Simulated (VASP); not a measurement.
Wanted: the native input for a VASP 6.6.1 run.

```
Task                   : single point
Functional             : PBE
Potentials or basis    : VASP PAW PBE potentials, release 64 (Si, C)
Cutoff                 : 520 eV
k mesh                 : 9 × 9 × 1
Occupations            : gaussian, width 0.05 eV
Spin                   : collinear spin
Starting moments       : [0.0, 0.0, 0.0, 0.0, 0.0, 0.0, 2.0] μB
Dipole correction      : yes
Further INCAR settings : ALGO = Normal; EDIFF = 1e-06; NBANDS = 27
```

The structure of Si6C lies in POSCAR:

```
Si6C
1.0
    3.8510822306      0.0000000000      0.0000000000
   -1.9255411153      3.3351350437      0.0000000000
    0.0000000000      0.0000000000     22.5320434164
Si C
6 1
Direct
    0.6666666667      0.3333333334      0.1775249553
    0.3333333333      0.6666666666      0.2130781056
    0.3333333333      0.6666666666      0.3187611699
    0.6666666667      0.3333333334      0.3526876073
    0.6666666667      0.3333333334      0.4598253220
    0.3333333333      0.6666666666      0.4896157536
    0.3333333333      1.1666666666      0.5208446470
```

These files were run (other wordings do the same):

INCAR

```
SYSTEM = Si6C
ALGO = Normal ; DIPOL = 0.5 0.5 0.362
EDIFF = 1E-6 ; ENCUT = 520
GGA = PE ; IDIPOL = 3
ISIF = 2 ; ISMEAR = 0
ISPIN = 2 ; LASPH = .TRUE.
LCHARG = .FALSE. ; LDIPOL = .TRUE.
LORBIT = 11 ; LREAL = .FALSE.
LWAVE = .FALSE. ; MAGMOM = 0 0 0 0 0 0 2
NBANDS = 27 ; NELM = 150
PREC = Accurate ; SIGMA = 0.05
```

KPOINTS

```
k-points
0
G
  9 9 1
  0 0 0
```

Potentials or basis: VASP PAW PBE potentials, release 64 (Si, C).

Launch:

```sh
$ cat potpaw_PBE.64/Si/POTCAR potpaw_PBE.64/C/POTCAR > POTCAR
$ mpirun -np 1 vasp_std > vasp.out
```

It gave:

The largest force is 3.308 eV/Å and the net moment is -0.71 μB per cell. The site moments are Si -0.20, -0.02, -0.04, -0.01, -0.00, +0.00; C +0.04 μB. The valence electrons inside the program's atomic spheres are Si 1.64, 1.67, 1.68, 1.73, 1.60 (each value once); C 2.30.

Caveat: a moment this small can come from the mesh or the smearing.

Run time: 15 min on 1 thread of Intel(R) Xeon(R) Platinum 8259CL CPU @ 2.50GHz (Skylake/Cascade Lake), with other jobs on the host, peak memory 0.67 GiB.
